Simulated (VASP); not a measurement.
Here is a VASP 6.6.1 calculation.

File INCAR:

```
PREC = Accurate ; ENCUT = 500
EDIFF = 1E-6 ; ISMEAR = -1
SIGMA = 0.05 ; LREAL = F
LASPH = T ; NELM = 120
ALGO = Normal ; ISIF = 2
LWAVE = F ; LCHARG = F
GGA = PS ; NBANDS = 12
GGA_COMPAT = F
```

The input KPOINTS:

```
regular mesh
0
Gamma
  7 7 7
```

File POSCAR:

```
Sc
1.0
   -1.5651702497      1.5651702497      1.5651702497
    1.5651702497     -1.5651702497      1.5651702497
    1.5651702497      1.5651702497     -1.5651702497
Sc
1
Direct
    0.0000000000      0.0000000000      0.0000000000
```

Potentials or basis: VASP PAW PBE potentials, release 64 (Sc_sv).

Command:

```bash
$ cat potpaw_PBE.64/Sc_sv/POTCAR > POTCAR
$ mpirun -np 1 vasp_std > vasp.out
```

**Question.** Estimate the band gap on the k mesh.

**Answer.** Zero (an odd number of electrons rules out a gap without spin polarisation).

**Question.** Estimate the pressure.

**Answer.** 45.3 GPa.

Caveat: the k points lie up to 0.41 Å⁻¹ apart, too coarse for converged energies and pressures of a metal; the PAW data sets were made with another functional, which shifts forces and pressure a little.
